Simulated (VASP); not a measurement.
Wanted: the native input for a VASP 6.6.1 run.

```
Task                   : single point
Functional             : LDA
Potentials or basis    : VASP PAW LDA potentials, release 64 (S, Mg)
Cutoff                 : 520 eV
k mesh                 : 8 × 8 × 4
Occupations            : fermi-dirac, width 0.05 eV
Spin                   : no spin polarisation
Dipole correction      : no
Further INCAR settings : ALGO = Normal; EDIFF = 1e-06; NBANDS = 16
```

The structure of MgS lies in POSCAR:

```
MgS
1.0
    4.0075435882      0.0000000000      0.0000000000
   -2.0037717941      3.4706345542      0.0000000000
    0.0000000000      0.0000000000      6.3891231196
S Mg
2 2
Direct
    0.6666666667      0.3333333333      0.8792441500
    0.3333333333      0.6666666667      0.3792441500
    0.3333333333      0.6666666667      0.9957548500
    0.6666666667      0.3333333333      0.4957548500
```

The input as run:

INCAR

```
SYSTEM = MgS
PREC     = Accurate       ! precision mode
ENCUT    = 520            ! plane-wave cutoff, eV
EDIFF    = 1E-6           ! SCF threshold, eV
ISMEAR   = -1             ! smearing method
SIGMA    = 0.05           ! smearing width, eV
LREAL    = .FALSE.        ! projectors in reciprocal space
LASPH    = .TRUE.         ! aspherical terms in the spheres
NELM     = 60             ! most SCF steps
ALGO     = Normal         ! electronic algorithm
ISIF     = 2              ! what is computed and relaxed
LWAVE    = .FALSE.        ! write WAVECAR
LCHARG   = .TRUE.         ! write CHGCAR
GGA      = CA             ! functional
LELF     = .TRUE.         ! ELF
LVHAR    = .TRUE.       
NBANDS   = 16             ! bands
```

KPOINTS

```
regular mesh
0
G
  8 8 4
  0 0 0
```

Potentials or basis: VASP PAW LDA potentials, release 64 (S, Mg).

Launch:

```sh
$ cat potpaw_LDA.64/S/POTCAR potpaw_LDA.64/Mg/POTCAR > POTCAR
$ mpirun -np 1 vasp_std > vasp.out
```

It gave:

```
Pressure               : -1.3 GPa
Largest force          : 0.052 eV/Å
Band gap on the k mesh : 3.26 eV
```

Run time: 24 s on 1 thread of Intel(R) Xeon(R) Platinum 8375C CPU @ 2.90GHz (Ice Lake), on a shared host, peak memory 0.18 GiB.
